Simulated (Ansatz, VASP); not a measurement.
One calculation of W, two programs

```
CELL_PARAMETERS angstrom
-1.59238 1.59238 1.59238
1.59238 -1.59238 1.59238
1.59238 1.59238 -1.59238
ATOMIC_POSITIONS crystal
W 0.00000 0.00000 0.00000
```

Alike in both runs: task single point; functional PBE; k mesh 8 × 8 × 8; occupations gaussian, width 0.05 eV; no spin polarisation.

|  | VASP | Ansatz |
| --- | --- | --- |
| version | VASP 6.6.1 | Ansatz 0.2.0 |
| potentials or method | VASP PAW PBE potentials, release 64 (W_sv), cutoff 520 eV | scalar-relativistic, plane waves, PAW |
| valence electrons in the cell | 14 | 14 |

Ansatz gave:

* gap on the k mesh at the Fermi level (eV): none
* pressure (GPa): 0.0

Task: What did VASP give for the same quantities?

Result: gap on the k mesh at the Fermi level (eV): none; pressure (GPa): 0.5.

A gap of «none» marks a metal or a gap that the smearing closes.

Spin-orbit coupling is off throughout.
